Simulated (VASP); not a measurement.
Wanted: the native input for a VASP 6.6.1 run.

```yaml
Task: relaxation of cell and atoms
Functional: PBE
Potentials_or_basis: VASP PAW PBE potentials, release 64 (Tl_d, O)
Cutoff: 600 eV
k_mesh: 6 × 6 × 6
Occupations: gaussian, width 0.1 eV
Spin: no spin polarisation
Dipole_correction: no
Further_INCAR_settings: ALGO = Normal; EDIFF = 1e-07; IBRION = 2; EDIFFG = -0.04; NSW = 90; ISIF = 3
```

The structure of TlO2 lies in POSCAR:

```
TlO2
1.0
    4.0644310854      0.0000000000      0.0000000000
   -2.0322155427      3.5199005719      0.0000000000
    0.0000000000      0.0000000000      2.8587753202
Tl O
1 2
Direct
    0.0000000000      0.0000000000      0.0000000000
    0.3333333333      0.6666666667      0.5000000000
    0.6666666667      0.3333333333      0.5000000000
```

These files were run (other wordings do the same):

INCAR

```
PREC = Accurate
ENCUT = 600
EDIFF = 1E-7
ISMEAR = 0
SIGMA = 0.1
LREAL = F
LASPH = T
NELM = 60
ALGO = Normal
ISIF = 3
LWAVE = F
LCHARG = F
GGA = PE
IBRION = 2
NSW = 90
EDIFFG = -0.04
```

KPOINTS

```
regular mesh
0
Gamma
  6 6 6
```

Potentials or basis: VASP PAW PBE potentials, release 64 (Tl_d, O).

Run with:

```console
$ cat potpaw_PBE.64/Tl_d/POTCAR potpaw_PBE.64/O/POTCAR > POTCAR
$ mpirun -np 1 vasp_std > vasp.out
```

Results of the run:

```
Relaxed volume                         : 13.33 Å³/atom
Relaxed cell                           : a = 3.762 Å, b = 3.762 Å, c = 3.264 Å, α = 90.00°, β = 90.00°, γ = 120.00°
Space group after relaxing (to 0.05 Å) : P6/mmm (No. 191)
Energy gained by relaxing              : 198.4 meV/atom
Ionic steps                            : 6
Pressure after relaxing                : -0.2 GPa
```

Caveat: the k points lie up to 0.32 Å⁻¹ apart in the final cell; an odd number of electrons without spin polarisation forces a metal; a magnetic or distorted state may lie lower.

It took 100 s on 1 thread of Intel Xeon 8259CL, on a shared host, peak memory 0.18 GiB.
